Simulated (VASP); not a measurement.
# Ca (P6_3/mmc) in VASP: a series of runs

Runs on Ca. Level: LDA. Tasks: relaxation of cell and atoms.

Everything below comes from runs of VASP 6.6.1. Logs are shortened: lines on timing, memory, paths and dates and some standing lists are left out, and cuts for length are marked.

**1. The cell of the first run**

Symmetry: P6_3/mmc, No. 194, hexagonal system. Conventional cell: a = 3.950 Å, b = 3.950 Å, c = 6.450 Å, α = 90.00°, β = 90.00°, γ = 120.00°. Ca (site symmetry -6m2) has 12 Ca at 3.95 Å within 5.2 Å.

This isn't the form of Ca at room conditions, which is fcc.

**2. Relaxation of cell and atoms, LDA**

INCAR

```
PREC = Accurate ; ENCUT = 500
EDIFF = 1E-7 ; ISMEAR = 1
SIGMA = 0.1 ; LREAL = F
LASPH = T ; NELM = 120
ALGO = Normal ; ISIF = 3
LWAVE = F ; LCHARG = F
IBRION = 2 ; NSW = 80
EDIFFG = -0.01 ; GGA_COMPAT = F
NELMIN = 4
```

KPOINTS

```
regular mesh
0
Gamma
  5 5 3
```

POSCAR

```
Ca
1.0
    3.9500000000      0.0000000000      0.0000000000
   -1.9750000000      3.4208003449      0.0000000000
    0.0000000000      0.0000000000      6.4503500000
Ca
2
Direct
    0.3333333333      0.6666666667      0.2500000000
    0.6666666667      0.3333333333      0.7500000000
```

Potentials or basis: VASP PAW LDA potentials, release 64 (Ca_sv).

Command:

```
$ cat potpaw_LDA.64/Ca_sv/POTCAR > POTCAR
$ mpirun -np 1 vasp_std > vasp.out
```

OUTCAR:

```text
PREC = Accurate
   ENCUT = 500
   EDIFF = 1E-7
   ISMEAR = 1
   LREAL = F
   LASPH = T
   NELM = 120
   ISIF = 3
   IBRION = 2
   NSW = 80
   EDIFFG = -0.01
   NELMIN = 4

 ion  position               nearest neighbor table
   1  0.333  0.667  0.250-
   2  0.667  0.333  0.750-

  LATTYP: Found a hexagonal cell.
 ALAT       =     3.9500000000
 C/A-ratio  =     1.6330000000

  Lattice vectors:

 A1 = (   3.9500000000,   0.0000000000,   0.0000000000)
 A2 = (  -1.9750000000,   3.4208003449,   0.0000000000)
 A3 = (   0.0000000000,   0.0000000000,   6.4503500000)

Analysis of symmetry for initial positions (statically):
=====================================================================
 Subroutine PRICEL returns:
 Original cell was already a primitive cell.

 Routine SETGRP: Setting up the symmetry group for a
 hexagonal supercell.

 Subroutine GETGRP returns: Found 24 space group operations
 (whereof 12 operations were pure point group operations)
 out of a pool of 24 trial point group operations.

The static configuration has the point symmetry D_3d.
 The point group associated with its full space group is D_6h.

Analysis of symmetry for dynamics (positions and initial velocities):
=====================================================================
 Subroutine PRICEL returns:
 Original cell was already a primitive cell.

 Routine SETGRP: Setting up the symmetry group for a
 hexagonal supercell.

 Subroutine GETGRP returns: Found 24 space group operations
 (whereof 12 operations were pure point group operations)
 out of a pool of 24 trial point group operations.

The dynamic configuration has the point symmetry D_3d.
 The point group associated with its full space group is D_6h.

 Subroutine INISYM returns: Found 24 space group operations
 (whereof 12 operations are pure point group operations),
 and found     1 'primitive' translations

----------------------------------------------------------------------------------------

                                     Primitive cell

  volume of cell :      87.1582

  direct lattice vectors                    reciprocal lattice vectors
     3.950000000  0.000000000  0.000000000     0.253164557  0.146164625  0.000000000
    -1.975000000  3.420800345  0.000000000     0.000000000  0.292329250  0.000000000
     0.000000000  0.000000000  6.450350000     0.000000000  0.000000000  0.155030347

  length of vectors
     3.950000000  3.950000000  6.450350000     0.292329250  0.292329250  0.155030347

  position of ions in fractional coordinates (direct lattice)
     0.333333333  0.666666667  0.250000000
     0.666666667  0.333333333  0.750000000

  ion indices of the primitive-cell ions
   primitive index   ion index
                 1           1
                 2           2

----------------------------------------------------------------------------------------

 KPOINTS: regular mesh

Automatic generation of k-mesh.
 Grid dimensions read from file:
 generate k-points for:    5    5    3

 Generating k-lattice:

  Cartesian coordinates                     Fractional coordinates (reciprocal lattice)
     0.050632911  0.029232925  0.000000000     0.200000000  0.000000000  0.000000000
     0.000000000  0.058465850  0.000000000     0.000000000  0.200000000  0.000000000
     0.000000000  0.000000000  0.051676782     0.000000000  0.000000000  0.333333333

  Length of vectors
     0.058465850  0.058465850  0.051676782

  Shift w.r.t. Gamma in fractional coordinates (k-lattice)
     0.000000000  0.000000000  0.000000000

 Subroutine IBZKPT returns following result:
 ===========================================

 Found     10 irreducible k-points:

 Following reciprocal coordinates:
            Coordinates               Weight
  0.000000  0.000000  0.000000      1.000000
  0.200000 -0.000000  0.000000      6.000000
  0.400000  0.000000  0.000000      6.000000
  0.200000  0.200000  0.000000      6.000000
  0.400000  0.200000  0.000000      6.000000
  0.000000  0.000000  0.333333      2.000000
  0.200000 -0.000000  0.333333     12.000000
  0.400000  0.000000  0.333333     12.000000
  0.200000  0.200000  0.333333     12.000000
  0.400000  0.200000  0.333333     12.000000
   k-points           NKPTS =     10   k-points in BZ     NKDIM =     10   number of bands    NBANDS=     14
   number of dos      NEDOS =    301   number of ions     NIONS =      2
   total plane-waves  NPLWV =  43200
   dimension x,y,z NGX =    30 NGY =   30 NGZ =   48
   dimension x,y,z NGXF=    60 NGYF=   60 NGZF=   96
   ions per type =               2
   NGX,Y,Z   is equivalent  to a cutoff of  12.63, 12.63, 12.37 a.u.
   NGXF,Y,Z  is equivalent  to a cutoff of  25.25, 25.25, 24.74 a.u.
 SYSTEM =  unknown system
   PREC   = accura    normal or accurate (medium, high low for compatibility)
   ISTART =      0    job   : 0-new  1-cont  2-samecut
   ICHARG =      2    charge: 1-file 2-atom 10-const
   ISPIN  =      1    spin polarized calculation?
   LNONCOLLINEAR =      F non collinear calculations
   LSORBIT =      F    spin-orbit coupling
   LASPH  =      T    aspherical Exc in radial PAW
   ENCUT  =  500.0 eV  36.75 Ry    6.06 a.u.   7.20  7.20 11.76*2*pi/ulx,y,z
   NELM   =    120;   NELMIN=  4; NELMDL= -5     # of ELM steps
   EDIFF  = 0.1E-06   stopping-criterion for ELM
   LREAL  =      F    real-space projection
   EDIFFG = -.1E-01   stopping-criterion for IOM
   NSW    =     80    number of steps for IOM
   IBRION =      2    ionic relax: 0-MD 1-quasi-New 2-CG
   NFREE  =      1    steps in history (QN), initial steepest desc. (CG)
   ISIF   =      3    stress and relaxation
   ISYM   =      2    0-nonsym 1-usesym 2-fastsym
   POTIM  = 0.5000    time-step for ionic-motion
   TEBEG  =    0.0;   TEEND  =   0.0 temperature during run
   PSTRESS=    0.0 pullay stress
   NELECT =      20.0000    total number of electrons
   NUPDOWN=      -1.0000    fix difference up-down
   EMIN   =  10.00;   EMAX   =-10.00  energy-range for DOS
   EFERMI =   0.00;   METHOD = LEGACY
   ISMEAR =     1;   SIGMA  =   0.10  broadening in eV -4-tet -1-fermi 0-gaus
   EFERMI_NEDOS =   21; number of points for ismear=-14 and -15
   IALGO  =     38    algorithm
   IMIX   =      4    mixing-type and parameters
     AMIX     =   0.40;   BMIX     =  1.00
     AMIX_MAG =   1.60;   BMIX_MAG =  1.00
  volume/ion in A,a.u.               =      43.58       294.09
  Fermi-wavevector in a.u.,A,eV,Ry     =   1.002264  1.894004 13.667503  1.004533
  Thomas-Fermi vector in A             =   2.134740
   LORBIT       =      0    0 simple, 1 ext, 2 COOP (PROOUT), +10 PAW based schemes
   GGA     = CA    functional components
   LHFCALC =     F    Hartree Fock is set to
   AEXX    =    0.0000 exact exchange contribution
   IVDW    =     0    specifies the selected vdW correction
   LEPSILON=     F    determine dielectric tensor
   LRPA    =     F    only Hartree local field effects (RPA)
 conjugate gradient relaxation of ions
 non-spin polarized calculation
 Methfessel and Paxton  Order N= 1 SIGMA  =   0.10
  energy-cutoff  :      500.00
  volume of cell :       87.16
 maximum number of plane-waves:      2226
 NGX is ok and might be reduce to    30
   NGX = 15   NGY = 15   NGZ = 23

--------------------------------------- Ionic step        1  -------------------------------------------

 number of electron      19.9999996 magnetization

 Free energy of the ion-electron system (eV)
  ---------------------------------------------------
  ext. energy  EPLUGINS =         0.00000000
  ---------------------------------------------------
  free energy    TOTEN  =        -4.33726314 eV

  energy without entropy =       -4.33812763  energy(sigma->0) =       -4.33755130

------------------------ aborting loop because EDIFF is reached ----------------------------------------

  FORCE on cell =-STRESS in cart. coord.  units (eV):
  Direction    XX          YY          ZZ          XY          YZ          ZX
  --------------------------------------------------------------------------------------
  -------------------------------------------------------------------------------------
  Total       -1.0905452     -1.0905452     -0.9804112      0.0000000     -0.0000000     -0.0000000
  in kB      -20.0468509    -20.0468509    -18.0223210      0.0000000     -0.0000000     -0.0000000
  external PRESSURE =     -19.3720076 kB  Pullay stress =       0.0000000 kB

 VOLUME and BASIS-vectors are now :
 -----------------------------------------------------------------------------
  energy-cutoff  :      500.00
  volume of cell :       87.16
      direct lattice vectors                 reciprocal lattice vectors
     3.950000000  0.000000000  0.000000000     0.253164557  0.146164625  0.000000000
    -1.975000000  3.420800345  0.000000000     0.000000000  0.292329250  0.000000000
     0.000000000  0.000000000  6.450350000     0.000000000  0.000000000  0.155030347
[... 181 lines left out ...]
 POSITION                                       TOTAL-FORCE (eV/Angst)
 -----------------------------------------------------------------------------------
     -0.00000      2.17528      1.56649        -0.000000      0.000000      0.000000
      1.88385      1.08764      4.69948         0.000000     -0.000000      0.000000
 -----------------------------------------------------------------------------------
    total drift:                               -0.000000      0.000000     -0.000000

  FREE ENERGIE OF THE ION-ELECTRON SYSTEM (eV)
  ---------------------------------------------------
  free  energy   TOTEN  =        -4.4047767967 eV

  energy  without entropy=       -4.4012842838  energy(sigma->0) =       -4.40361263

--------------------------------------- Ionic step        7  -------------------------------------------

 number of electron      20.0000000 magnetization

 Free energy of the ion-electron system (eV)
  ---------------------------------------------------
  ext. energy  EPLUGINS =         0.00000000
  ---------------------------------------------------
  free energy    TOTEN  =        -4.40479103 eV

  energy without entropy =       -4.40126548  energy(sigma->0) =       -4.40361585

 E-fermi :   2.1842     XC(G=0):  -8.2671

 val. band max:        2.0628046695   @ k =   0.2000  -0.0000   0.0000
 cond. band min:       2.2059933342   @ k =   0.2000   0.2000   0.0000
 fundamental gap:      0.1431886647
 Fermi energy:         2.1842012601

 k-point     1 :       0.0000    0.0000    0.0000
  band No.  band energies     occupation
      1     -39.2127      2.00000
      2     -39.1922      2.00000
      3     -20.5897      2.00000
      4     -20.4323      2.00000
      5     -20.4323      2.00000
      6     -20.4079      2.00000
      7     -20.4079      2.00000
      8     -20.3985      2.00000
      9      -2.0284      2.00000
     10       0.9998      2.00000
     11       2.0504      2.06756
     12       4.3711      0.00000
     13       4.4811      0.00000
     14       4.4811      0.00000

 k-point     2 :       0.2000   -0.0000    0.0000
  band No.  band energies     occupation
      1     -39.2054      2.00000
      2     -39.1884      2.00000
      3     -20.5655      2.00000
      4     -20.4889      2.00000
      5     -20.4653      2.00000
      6     -20.4491      2.00000
      7     -20.4179      2.00000
      8     -20.4069      2.00000
      9      -1.3762      2.00000
     10       1.6135      2.00000
[... 160 lines left out ...]
 POSITION                                       TOTAL-FORCE (eV/Angst)
 -----------------------------------------------------------------------------------
     -0.00000      2.17404      1.56802         0.000000     -0.000000      0.000000
      1.88277      1.08702      4.70405        -0.000000      0.000000      0.000000
 -----------------------------------------------------------------------------------
    total drift:                               -0.000000      0.000000     -0.000000

  FREE ENERGIE OF THE ION-ELECTRON SYSTEM (eV)
  ---------------------------------------------------
  free  energy   TOTEN  =        -4.4047910254 eV

  energy  without entropy=       -4.4012654850  energy(sigma->0) =       -4.40361585

 reached required accuracy - stopping structural energy minimisation
```

It took 1.9 min on 1 thread of Intel Xeon 8259CL, shared host; peak memory 0.17 GiB.

Results:

* Free energy: -4.4048 eV
* Relaxed volume: 38.51 Å³/atom
* Relaxed cell: a = 3.766 Å, b = 3.766 Å, c = 6.272 Å, α = 90.00°, β = 90.00°, γ = 120.00°
* Space group after relaxing (to 0.1 Å): P6_3/mmc (No. 194)
* Energy gained by relaxing: 33.8 meV/atom
* Ionic steps: 7
* Pressure after relaxing: 0.0 GPa
* Band gap on the k mesh: zero (bands 10 and 11 overlap by 0.16 eV)

Step by step:
| step | energy change (eV) | largest force (eV/Å) | pressure (GPa) | volume (Å³) |
| --- | --- | --- | --- | --- |
| 1 | 0.0000 | 0.0000 | -1.94 | 87.16 |
| 2 | -0.0569 | 0.0000 | -0.79 | 80.68 |
| 3 | -0.0659 | 0.0000 | -0.07 | 77.48 |
| 4 | -0.0660 | 0.0000 | 0.02 | 77.15 |
| 5 | -0.0671 | 0.0000 | 0.02 | 77.09 |
| 6 | -0.0675 | 0.0000 | 0.03 | 77.03 |
| 7 | -0.0675 | 0.0000 | 0.02 | 77.02 |

Final structure:
```xyz
2
Lattice="3.7655 0.0000 0.0000 -1.8828 3.2611 0.0000 0.0000 0.0000 6.2721" Properties=species:S:1:pos:R:3 pbc="T T T"
Ca    0.0000    2.1740    1.5680
Ca    1.8828    1.0870    4.7040
```

Levels at points of the mesh, in eV from the Fermi level:
| k point | band 7 | band 8 | band 9 | band 10 | band 11 | band 12 | band 13 | band 14 |
| --- | --- | --- | --- | --- | --- | --- | --- | --- |
| (0.00, 0.00, 0.00) | -22.59 | -22.58 | -4.21 | -1.18 | -0.13 | 2.19 | 2.30 | 2.30 |

Caveat: the k points lie up to 0.39 Å⁻¹ apart in the final cell.

**3. Relaxation of cell and atoms, LDA, target pressure 15 GPa, at which the enthalpy is minimised**

INCAR

```
SYSTEM = Ca
  ALGO = Normal
  EDIFF = 1E-7
  EDIFFG = -0.01
  ENCUT = 500
  GGA_COMPAT = .FALSE.
  IBRION = 2
  ISIF = 3
  ISMEAR = 1
  LASPH = .TRUE.
  LCHARG = .FALSE.
  LREAL = .FALSE.
  LWAVE = .FALSE.
  NELM = 120
  NELMIN = 4
  NSW = 80
  PREC = Accurate
  PSTRESS = 150.0
  SIGMA = 0.1
```

KPOINTS

```
k-points
0
G
  5 5 3
  0 0 0
```

POSCAR is that of step 2.

Potentials or basis: VASP PAW LDA potentials, release 64 (Ca_sv).

Command:

```
$ cat potpaw_LDA.64/Ca_sv/POTCAR > POTCAR
$ mpirun -np 1 vasp_std > vasp.out
```

It took 2.4 min on 1 thread of Intel Xeon 8259CL, shared host; peak memory 0.18 GiB.

It converged, with:

```
Free energy                                                : -3.4511 eV
Relaxed volume                                             : 24.94 Å³/atom
Relaxed cell                                               : a = 3.283 Å, b = 3.283 Å, c = 5.342 Å, α = 90.00°, β = 90.00°, γ = 120.00°
Space group after relaxing (to 0.1 Å)                      : P6_3/mmc (No. 194)
Energy change on relaxing (the run minimises the enthalpy) : +443.1 meV/atom
Ionic steps                                                : 9
Pressure after relaxing                                    : 15.0 GPa
Band gap on the k mesh                                     : zero (bands 10 and 11 overlap by 0.23 eV)
```

Stress tensor (GPa, compression positive):
```
14.98  0.00  0.00
 0.00 14.98  0.00
 0.00  0.00 15.06
```

The path:
```
step  energy change (eV)  largest force (eV/Å)  pressure (GPa)  volume (Å³)
   1              0.0000                0.0000           -1.94        87.16
   2              2.0489                0.0000           28.65        41.00
   3              0.9117                0.0000           15.23        49.60
   4              0.8542                0.0000           14.59        50.22
   5              0.8549                0.0000           14.62        50.21
   6              0.8558                0.0000           14.67        50.20
   7              0.8716                0.0000           14.84        50.03
   8              0.8925                0.0000           15.07        49.80
   9              0.8861                0.0000           15.01        49.87
```

Final structure:
```cif
data_structure
_symmetry_space_group_name_H-M 'P 1'
_symmetry_Int_Tables_number 1
_cell_length_a 3.2834
_cell_length_b 3.2834
_cell_length_c 5.3417
_cell_angle_alpha 90.000
_cell_angle_beta 90.000
_cell_angle_gamma 120.000
_cell_volume 49.87
loop_
_atom_site_label
_atom_site_type_symbol
_atom_site_fract_x
_atom_site_fract_y
_atom_site_fract_z
_atom_site_occupancy
Ca1 Ca 0.33333 0.66667 0.25000 1
Ca2 Ca 0.66667 0.33333 0.75000 1
```

Levels at points of the mesh, in eV from the Fermi level:
```tsv
k point	band 6	band 7	band 8	band 9	band 10	band 11	band 12	band 13	band 14
(0.00, 0.00, 0.00)	-21.25	-21.25	-21.25	-4.55	-1.16	1.16	3.00	3.00	3.02
```

Caveat: the k points lie up to 0.44 Å⁻¹ apart in the final cell; the cell is relaxed towards a set pressure, so the run minimises the enthalpy, not the energy; the volume moved by over 15 % at a fixed basis, so the end points are rough.

**4. Relaxation of cell and atoms, LDA, target pressure 30 GPa, at which the enthalpy is minimised**

INCAR

```
ALGO = Normal ; EDIFF = 1E-7
EDIFFG = -0.01 ; ENCUT = 500
GGA_COMPAT = F ; IBRION = 2
ISIF = 3 ; ISMEAR = 1
LASPH = T ; LCHARG = F
LREAL = F ; LWAVE = F
NELM = 120 ; NELMIN = 4
NSW = 80 ; PREC = Accurate
PSTRESS = 300.0 ; SIGMA = 0.1
```

KPOINTS

```
k-points
0
Gamma
  5 5 3
```

POSCAR is that of step 3.

Command:

```
$ cat potpaw_LDA.64/Ca_sv/POTCAR > POTCAR
$ mpirun -np 1 vasp_std > vasp.out
```

It took 2.5 min on 1 thread of Intel Xeon 8259CL, shared host; peak memory 0.19 GiB.

It converged, with:

- Free energy: -2.1720 eV
- Relaxed volume: 20.18 Å³/atom
- Relaxed cell: a = 3.048 Å, b = 3.048 Å, c = 5.018 Å, α = 90.00°, β = 90.00°, γ = 120.00°
- Space group after relaxing (to 0.1 Å): P6_3/mmc (No. 194)
- Energy change on relaxing (the run minimises the enthalpy): +1082.6 meV/atom
- Ionic steps: 8
- Pressure after relaxing: 30.0 GPa
- Band gap on the k mesh: zero (bands 10 and 11 overlap by 0.39 eV)

Step by step:
```csv
step,energy change (eV),largest force (eV/Å),pressure (GPa),volume (Å³)
1,0.0000,0.0000,-1.94,87.16
2,13.6609,0.0000,221.74,17.09
3,1.7444,0.0000,25.06,42.82
4,2.0857,0.0000,29.06,40.80
5,2.2160,0.0000,30.50,40.10
6,2.1537,0.0000,29.84,40.43
7,2.1572,0.0000,29.87,40.41
8,2.1652,0.0000,29.96,40.37
```

Final structure:
```xyz
2
Lattice="3.0476 0.0000 0.0000 -1.5238 2.6393 0.0000 0.0000 0.0000 5.0184" Properties=species:S:1:pos:R:3 pbc="T T T"
Ca    0.0000    1.7595    1.2546
Ca    1.5238    0.8798    3.7638
```

Levels at points of the mesh, in eV from the Fermi level:
```csv
k point,band 7,band 8,band 9,band 10,band 11,band 12,band 13,band 14
"(0.00, 0.00, 0.00)",-20.67,-20.66,-4.46,-1.26,2.13,3.16,3.25,3.25
```

Caveat: the k points lie up to 0.48 Å⁻¹ apart in the final cell; the cell is relaxed towards a set pressure, so the run minimises the enthalpy, not the energy; the volume moved by over 15 % at a fixed basis, so the end points are rough.

**5. Overview**

| cell | gap on the mesh (eV) | pressure (GPa) |
| --- | --- | --- |
| relaxed | none | 0.0 |
| relaxed to 15 GPa | none | 15.0 |
| relaxed to 30 GPa | none | 30.0 |

Alike in all rows: task relaxation of cell and atoms; level LDA; potentials or basis VASP PAW LDA potentials, release 64 (Ca_sv); no spin polarisation; k mesh 5 × 5 × 3; cutoff (eV) 500; smearing methfessel-paxton 0.1 eV.

Caveats: all runs use coarse meshes; the cell is relaxed towards a set pressure, so the run minimises the enthalpy, not the energy (at least some runs); the volume moved by over 15 % at a fixed basis, so the end points are rough (at least some runs).

Absolute energies hang on the potentials; compare differences alone.
